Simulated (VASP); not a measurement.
Write the native input for VASP 6.6.1 that does the following.

```yaml
Task: relaxation of cell and atoms
Functional: PBE
Potentials_or_basis: VASP PAW PBE potentials, release 64 (Zr_sv, F)
Cutoff: 600 eV
k_mesh: 6 × 6 × 6
Occupations: gaussian, width 0.1 eV
Spin: no spin polarisation
Dipole_correction: no
Further_INCAR_settings: ALGO = Normal; EDIFF = 1e-06; IBRION = 2; EDIFFG = -0.01; NSW = 100; ISIF = 3
```

The structure of Zr3F2 lies in POSCAR:

```
Zr3F2
1.0
    3.2777812599      1.8924278927      4.8131883600
   -3.2777812599      1.8924278927      4.8131883600
    0.0000000000     -3.7848557854      4.8131883600
Zr F
6 4
Direct
    0.1668959188      0.3331040812      0.7500000000
    0.7500000000      0.1668959188      0.3331040812
    0.3331040812      0.7500000000      0.1668959188
    0.8331040812      0.6668959188      0.2500000000
    0.2500000000      0.8331040812      0.6668959188
    0.6668959188      0.2500000000      0.8331040812
    0.8457762837      0.8457762837      0.8457762837
    0.6542237163      0.6542237163      0.6542237163
    0.1542237163      0.1542237163      0.1542237163
    0.3457762837      0.3457762837      0.3457762837
```

The input as run:

INCAR

```
SYSTEM = Zr3F2
PREC = Accurate ; ENCUT = 600
EDIFF = 1E-6 ; ISMEAR = 0
SIGMA = 0.1 ; LREAL = .False.
LASPH = .True. ; NELM = 100
ALGO = Normal ; ISIF = 3
LWAVE = .False. ; LCHARG = .False.
GGA = PE ; IBRION = 2
NSW = 100 ; EDIFFG = -0.01
```

KPOINTS

```
regular mesh
0
Gamma
  6 6 6
  0 0 0
```

Potentials or basis: VASP PAW PBE potentials, release 64 (Zr_sv, F).

Command:

```sh
$ cat potpaw_PBE.64/Zr_sv/POTCAR potpaw_PBE.64/F/POTCAR > POTCAR
$ mpirun -np 1 vasp_std > vasp.out
```

Results of the run:

```
Relaxed volume                        : 17.92 Å³/atom
Relaxed cell                          : a = 6.119 Å, b = 6.119 Å, c = 6.119 Å, α = 64.85°, β = 64.85°, γ = 64.85°
Space group after relaxing (to 0.1 Å) : R-3c (No. 167)
Energy gained by relaxing             : 0.1 meV/atom
Ionic steps                           : 4
Pressure after relaxing               : -0.1 GPa
Largest force after relaxing          : 0.010 eV/Å
Band gap on the k mesh                : zero (bands 50 and 51 overlap by 0.42 eV)
```

Run time: 15 min on 1 thread of Intel(R) Xeon(R) Platinum 8488C (Sapphire Rapids) (shared host), peak memory 0.55 GiB.
